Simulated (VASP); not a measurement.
# CsPbBr3 (Pm-3m) in VASP: single point with r2SCAN

Aim: the single point of CsPbBr3 with r2SCAN.

All numbers are computed with VASP 6.6.1; they aren't measurements. Logs are shortened: lines on timing, memory, paths and dates and some standing lists are left out, and cuts for length are marked.

### Step 1. The cell of the first run

It takes space group Pm-3m (No. 221, cubic). Conventional cell: a = 5.918 Å, b = 5.918 Å, c = 5.918 Å, α = 90.00°, β = 90.00°, γ = 90.00°. Br (site symmetry 4/mmm) has 2 Pb at 2.96 Å within 3.9 Å. Pb (site symmetry m-3m) has 6 Br at 2.96 Å within 3.9 Å. Within 5.5 Å of Cs (site symmetry m-3m) lie 12 Br at 4.18 Å and 8 Pb at 5.12 Å.

### Step 2. Single point, r2SCAN

Contents of POSCAR:

```
CsPbBr3
1.0
    5.9176150000      0.0000000000      0.0000000000
    0.0000000000      5.9176150000      0.0000000000
    0.0000000000      0.0000000000      5.9176150000
Br Pb Cs
3 1 1
Direct
    0.0000000000      0.5000000000      0.5000000000
    0.5000000000      0.0000000000      0.5000000000
    0.5000000000      0.5000000000      0.0000000000
    0.5000000000      0.5000000000      0.5000000000
    0.0000000000      0.0000000000      0.0000000000
```

Contents of INCAR.step1:

```
  PREC = Accurate
  ENCUT = 520
  ISMEAR = 1
  SIGMA = 0.0575
  LREAL = F
  LASPH = T
  NELM = 80
  NBANDS = 30
  GGA = PE
  ALGO = Normal
  EDIFF = 1E-4
  LWAVE = T
  LCHARG = F
```

Contents of INCAR.step2:

```
  PREC = Accurate
  ENCUT = 520
  EDIFF = 1E-6
  ISMEAR = 1
  SIGMA = 0.0575
  LREAL = F
  LASPH = T
  NELM = 80
  ALGO = Normal
  ISIF = 2
  LWAVE = F
  LCHARG = F
  METAGGA = R2SCAN
  LMIXTAU = T
  NBANDS = 30
  ISTART = 1
```

Contents of KPOINTS:

```
Automatic mesh
0
Gamma
  3 3 3
```

Potentials or basis: VASP PAW PBE potentials, release 64 (Br, Pb_d, Cs_sv).

Launch:

```sh
> cat potpaw_PBE.64/Br/POTCAR potpaw_PBE.64/Pb_d/POTCAR potpaw_PBE.64/Cs_sv/POTCAR > POTCAR
> cp INCAR.step1 INCAR
> mpirun -np 1 vasp_std > vasp.out
> cp INCAR.step2 INCAR
> mpirun -np 1 vasp_std > vasp.out
```

OUTCAR:

```text
PREC = Accurate
   ENCUT = 520
   EDIFF = 1E-6
   ISMEAR = 1
   LREAL = F
   LASPH = T
   NELM = 80
   ISIF = 2
   METAGGA = R2SCAN
   ISTART = 1

 ion  position               nearest neighbor table
   1  0.000  0.500  0.500-   4 2.96   4 2.96
   2  0.500  0.000  0.500-   4 2.96   4 2.96
   3  0.500  0.500  0.000-   4 2.96   4 2.96
   4  0.500  0.500  0.500-   1 2.96   2 2.96   3 2.96   3 2.96   2 2.96   1 2.96
   5  0.000  0.000  0.000-

  LATTYP: Found a simple cubic cell.
 ALAT       =     5.9176150000

  Lattice vectors:

 A1 = (   5.9176150000,   0.0000000000,   0.0000000000)
 A2 = (   0.0000000000,   5.9176150000,   0.0000000000)
 A3 = (   0.0000000000,   0.0000000000,   5.9176150000)

Analysis of symmetry for initial positions (statically):
=====================================================================
 Subroutine PRICEL returns:
 Original cell was already a primitive cell.

 Routine SETGRP: Setting up the symmetry group for a
 simple cubic supercell.

 Subroutine GETGRP returns: Found 48 space group operations
 (whereof 48 operations were pure point group operations)
 out of a pool of 48 trial point group operations.

The static configuration has the point symmetry O_h .

Analysis of symmetry for dynamics (positions and initial velocities):
=====================================================================
 Subroutine PRICEL returns:
 Original cell was already a primitive cell.

 Routine SETGRP: Setting up the symmetry group for a
 simple cubic supercell.

 Subroutine GETGRP returns: Found 48 space group operations
 (whereof 48 operations were pure point group operations)
 out of a pool of 48 trial point group operations.

The dynamic configuration has the point symmetry O_h .

 Subroutine INISYM returns: Found 48 space group operations
 (whereof 48 operations are pure point group operations),
 and found     1 'primitive' translations

----------------------------------------------------------------------------------------

                                     Primitive cell

  volume of cell :     207.2240

  direct lattice vectors                    reciprocal lattice vectors
[... 67 lines left out ...]
   LNONCOLLINEAR =      F non collinear calculations
   LSORBIT =      F    spin-orbit coupling
   LASPH  =      T    aspherical Exc in radial PAW
   ENCUT  =  520.0 eV  38.22 Ry    6.18 a.u.  11.00 11.00 11.00*2*pi/ulx,y,z
   NELM   =     80;   NELMIN=  2; NELMDL=  0     # of ELM steps
   EDIFF  = 0.1E-05   stopping-criterion for ELM
   LREAL  =      F    real-space projection
   EDIFFG = 0.1E-04   stopping-criterion for IOM
   NSW    =      0    number of steps for IOM
   IBRION =     -1    ionic relax: 0-MD 1-quasi-New 2-CG
   NFREE  =      0    steps in history (QN), initial steepest desc. (CG)
   ISIF   =      2    stress and relaxation
   ISYM   =      2    0-nonsym 1-usesym 2-fastsym
   POTIM  = 0.5000    time-step for ionic-motion
   TEBEG  =    0.0;   TEEND  =   0.0 temperature during run
   PSTRESS=    0.0 pullay stress
   NELECT =      44.0000    total number of electrons
   NUPDOWN=      -1.0000    fix difference up-down
   EMIN   =  10.00;   EMAX   =-10.00  energy-range for DOS
   EFERMI =   0.00;   METHOD = LEGACY
   ISMEAR =     1;   SIGMA  =   0.06  broadening in eV -4-tet -1-fermi 0-gaus
   EFERMI_NEDOS =   21; number of points for ismear=-14 and -15
   IALGO  =     38    algorithm
   IMIX   =      4    mixing-type and parameters
     AMIX     =   0.40;   BMIX     =  1.00
     AMIX_MAG =   1.60;   BMIX_MAG =  1.00
  volume/ion in A,a.u.               =      41.44       279.68
  Fermi-wavevector in a.u.,A,eV,Ry     =   0.976665  1.845629 12.978254  0.953875
  Thomas-Fermi vector in A             =   2.107302
   LORBIT       =      0    0 simple, 1 ext, 2 COOP (PROOUT), +10 PAW based schemes
   METAGGA = R2SCAN    functional components
   LHFCALC =     F    Hartree Fock is set to
   AEXX    =    0.0000 exact exchange contribution
   IVDW    =     0    specifies the selected vdW correction
   LEPSILON=     F    determine dielectric tensor
   LRPA    =     F    only Hartree local field effects (RPA)
 non-spin polarized calculation
 Methfessel and Paxton  Order N= 1 SIGMA  =   0.06
  energy-cutoff  :      520.00
  volume of cell :      207.22
 maximum number of plane-waves:      5632
 NGX is ok and might be reduce to    48
   NGX = 23   NGY = 23   NGZ = 23

 number of electron      43.9999992 magnetization

 Free energy of the ion-electron system (eV)
  ---------------------------------------------------
  ext. energy  EPLUGINS =         0.00000000
  ---------------------------------------------------
  free energy    TOTEN  =      -128.58179065 eV

  energy without entropy =     -128.58277845  energy(sigma->0) =     -128.58211992

 E-fermi :  -0.3741     XC(G=0):  -7.9352

 val. band max:       -0.4224643579   @ k =   0.3333   0.3333   0.3333
 cond. band min:       3.9170328416   @ k =   0.3333   0.3333   0.3333
 fundamental gap:      4.3394971996
 Fermi energy:        -0.3740561305

 k-point     1 :       0.0000    0.0000    0.0000
  band No.  band energies     occupation
      1     -21.2276      2.00000
      2     -16.5426      2.00000
      3     -16.5426      2.00000
      4     -16.3823      2.00000
      5     -16.3823      2.00000
      6     -16.3823      2.00000
[... 121 lines left out ...]
     29       7.1117      0.00000
     30       7.4941      0.00000

------------------------ aborting loop because EDIFF is reached ----------------------------------------

  FORCE on cell =-STRESS in cart. coord.  units (eV):
  Direction    XX          YY          ZZ          XY          YZ          ZX
  --------------------------------------------------------------------------------------
  -------------------------------------------------------------------------------------
  Total       -0.0704696     -0.0704696     -0.0704696     -0.0000000     -0.0000000      0.0000000
  in kB       -0.5448440     -0.5448440     -0.5448440     -0.0000000     -0.0000000      0.0000000
  external PRESSURE =      -0.5448440 kB  Pullay stress =       0.0000000 kB

 VOLUME and BASIS-vectors are now :
 -----------------------------------------------------------------------------
  energy-cutoff  :      520.00
  volume of cell :      207.22
      direct lattice vectors                 reciprocal lattice vectors
     5.917615000  0.000000000  0.000000000     0.168986999  0.000000000  0.000000000
     0.000000000  5.917615000  0.000000000     0.000000000  0.168986999  0.000000000
     0.000000000  0.000000000  5.917615000     0.000000000  0.000000000  0.168986999

 POSITION                                       TOTAL-FORCE (eV/Angst)
 -----------------------------------------------------------------------------------
      0.00000      2.95881      2.95881         0.000000      0.000000      0.000000
      2.95881      0.00000      2.95881         0.000000      0.000000      0.000000
      2.95881      2.95881      0.00000         0.000000      0.000000      0.000000
      2.95881      2.95881      2.95881         0.000000      0.000000      0.000000
      0.00000      0.00000      0.00000         0.000000      0.000000      0.000000
 -----------------------------------------------------------------------------------
    total drift:                                0.000000     -0.000000     -0.000000

  FREE ENERGIE OF THE ION-ELECTRON SYSTEM (eV)
  ---------------------------------------------------
  free  energy   TOTEN  =      -128.5817906545 eV

  energy  without entropy=     -128.5827784458  energy(sigma->0) =     -128.58211992
```

OUTCAR.step1:

```text
PREC = Accurate
   ENCUT = 520
   ISMEAR = 1
   LREAL = F
[... 342 lines left out ...]
      2.95881      0.00000      2.95881         0.000000      0.000000      0.000000
      2.95881      2.95881      0.00000         0.000000      0.000000      0.000000
      2.95881      2.95881      2.95881         0.000000      0.000000      0.000000
      0.00000      0.00000      0.00000         0.000000      0.000000      0.000000
 -----------------------------------------------------------------------------------
    total drift:                                0.000000     -0.000000     -0.000000

  FREE ENERGIE OF THE ION-ELECTRON SYSTEM (eV)
  ---------------------------------------------------
  free  energy   TOTEN  =       -15.9876731169 eV

  energy  without entropy=      -15.9886609083  energy(sigma->0) =      -15.98800238
```

OSZICAR.step1:

```text
N       E                     dE             d eps       ncg     rms          rms(c)
DAV:   1     0.387681715702E+03    0.38768E+03   -0.18349E+04   240   0.127E+03
DAV:   2     0.276543994507E+02   -0.36003E+03   -0.34834E+03   288   0.294E+02
DAV:   3    -0.149935505158E+02   -0.42648E+02   -0.42360E+02   304   0.111E+02
DAV:   4    -0.165080673210E+02   -0.15145E+01   -0.15116E+01   292   0.273E+01
DAV:   5    -0.165523483833E+02   -0.44281E-01   -0.44259E-01   304   0.402E+00    0.425E+00
DAV:   6    -0.160202401180E+02    0.53211E+00   -0.84672E-01   370   0.925E+00    0.249E+00
DAV:   7    -0.159779506257E+02    0.42289E-01   -0.44084E-01   354   0.361E+00    0.100E+00
DAV:   8    -0.159870601887E+02   -0.91096E-02   -0.50929E-02   294   0.179E+00    0.190E-01
DAV:   9    -0.159873393713E+02   -0.27918E-03   -0.67579E-03   362   0.646E-01    0.107E-01
DAV:  10    -0.159875817856E+02   -0.24241E-03   -0.75289E-04   270   0.137E-01    0.485E-02
DAV:  11    -0.159876731169E+02   -0.91331E-04   -0.23857E-04   226   0.123E-01
   1 F= -.15987673E+02 E0= -.15988002E+02  d E =0.987791E-03
```

Wall time 7.9 min (1 thread of Intel Xeon 8259CL, shared host); peak memory 0.37 GiB.

Results:

- Free energy: -128.5818 eV
- Pressure: -0.1 GPa
- Band gap on the k mesh: 4.34 eV

Caveat: the PAW data sets were made with another functional, which shifts forces and pressure a little; spin-orbit coupling is left out, which moves the levels of the heavy elements; an odd mesh through Γ misses points on the zone boundary, where band edges can lie.
